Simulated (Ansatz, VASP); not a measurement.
# AsSe3: VASP beside Ansatz

```
As Se
1.0
     4.34237    0.00000    0.00000
     0.00000    4.34237    0.00000
     0.00000    0.00000    4.34237
As Se
1 3
Direct
  0.00000 0.00000 0.00000
  0.00000 0.50000 0.50000
  0.50000 0.00000 0.50000
  0.50000 0.50000 0.00000
```

Change from the starting cell: species swapped into the CdAg3 type (Pm-3m, No. 221).

Alike in both runs: functional PBE; k mesh 4 × 4 × 4; occupations gaussian, width 0.2 eV; no spin polarisation.

Ansatz relaxed the structure, and its values are those at the end. VASP's run is a single point on that final structure, the one shown.

|  | VASP | Ansatz |
| --- | --- | --- |
| version | VASP 6.6.1 | Ansatz 0.2.0 |
| potentials or method | VASP PAW PBE potentials, release 64 (As, Se), cutoff 500 eV | scalar-relativistic, plane waves, PAW |
| valence electrons in the cell | 23 | 63 |

VASP gave:

| Quantity | Value |
| --- | --- |
| gap on the k mesh at the Fermi level (eV) | none |
| pressure (GPa) | -0.5 |

Q: What did Ansatz give for the same quantities?

A: gap on the k mesh at the Fermi level (eV): none; pressure (GPa): -0.4.

A gap of «none» marks a metal or a gap that the smearing closes. The functional is the same, so the differences come from potentials, cutoffs and numerics. VASP's potentials hold 23 valence electrons a cell and Ansatz's 63, so a difference there can come from the potentials and not from the codes.

The k mesh is coarse, so the values compare programs but aren't converged.
